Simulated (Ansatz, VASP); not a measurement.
Two plane-wave programs on SiC

```xyz
2
Lattice="0.0000 2.1752 2.1752 2.1752 0.0000 2.1752 2.1752 2.1752 0.0000" Properties=species:S:1:pos:R:3 pbc="T T T"
Si    0.0000    0.0000    0.0000
C     1.0876    1.0876    1.0876
```

Change from the starting cell: volume scaled by 0.98, PAW files.

Alike in both runs: task electric field gradients; functional PBE; k mesh 16 × 16 × 16; occupations fermi-dirac, width 0.08 eV; no spin polarisation.

```csv
,VASP,Ansatz
version,VASP 6.6.1,Ansatz 0.2.0
potentials or method,"VASP PAW PBE potentials, release 64 (Si, C)","PAW with Ansatz's default frozen-core files, scalar-relativistic"
plane-wave cutoff (eV),520,420
valence electrons in the cell,8,8
```

|  | VASP | Ansatz | Ansatz less VASP |
| --- | --- | --- | --- |
| pressure (GPa) | 4.4 | 4.5 | +0.06 |

With one functional, cell and mesh, what is left measures potentials, basis and numerics.
